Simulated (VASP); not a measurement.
A run of VASP 6.6.1 is set up as follows.

The input INCAR:

```
ALGO = Normal
EDIFF = 1E-6
ENCUT = 520
ISIF = 2
ISMEAR = -1
LASPH = T
LCHARG = T
LELF = T
LREAL = F
LVHAR = T
LWAVE = F
NBANDS = 17
NELM = 80
PREC = Accurate
SIGMA = 0.05
```

KPOINTS

```
k-points
0
Gamma
  7 7 7
```

POSCAR

```
TePb
1.0
    0.0000000000      3.1904686451      3.1904686451
    3.1904686451      0.0000000000      3.1904686451
    3.1904686451      3.1904686451      0.0000000000
Pb Te
1 1
Direct
    0.0000000000      0.0000000000      0.0000000000
    0.5000000000      0.5000000000      0.5000000000
```

Potentials or basis: VASP PAW LDA potentials, release 64 (Pb_d, Te).

The run is started by

```console
$ cat potpaw_LDA.64/Pb_d/POTCAR potpaw_LDA.64/Te/POTCAR > POTCAR
$ mpirun -np 1 vasp_std > vasp.out
```

**Question.** Predict the pressure.

**Answer.** 0.0 GPa.
